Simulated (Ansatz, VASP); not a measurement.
**ZnO in VASP and in Ansatz**

```
CELL_PARAMETERS angstrom
3.24940 0.00000 0.00000
-1.62470 2.81406 0.00000
0.00000 0.00000 5.20380
ATOMIC_POSITIONS crystal
Zn 0.33333 0.66667 0.00000
Zn 0.66667 0.33333 0.50000
O 0.33333 0.66667 0.38210
O 0.66667 0.33333 0.88210
```

Alike in both runs: task single point; functional LDA; k mesh 6 × 6 × 4; occupations gaussian, width 0.1 eV; no spin polarisation.

|  | VASP | Ansatz |
| --- | --- | --- |
| version | VASP 6.6.1 | Ansatz 0.2.0 |
| potentials or method | VASP PAW LDA potentials, release 64 (Zn, O), cutoff 600 eV | scalar-relativistic, plane waves, PAW |
| valence electrons in the cell | 36 | 36 |

Ansatz gave:

| Item | Value |
| --- | --- |
| gap on the k mesh at the Fermi level (eV) | 0.73 |
| least direct gap on the mesh (eV) | 0.73 |
| pressure (GPa) | -7.0 |
| traceless stress, the component that is largest in VASP (GPa) | 0.41 |
| rms of the force components (eV/Å) | 0.023 |

**Question.** Which values does VASP return?

**Answer.** gap on the k mesh at the Fermi level (eV): 0.74; least direct gap on the mesh (eV): 0.74; pressure (GPa): -6.3; traceless stress, the component that is largest in VASP (GPa): 0.39; rms of the force components (eV/Å): 0.023.

Ansatz warns that its potentials were made for another functional, while VASP's fit it. LDA's correlation is that of Perdew and Zunger in VASP and of Perdew and Wang (1992) in Ansatz. Atom by atom the forces differ by 0.001 eV/Å (rms over components).
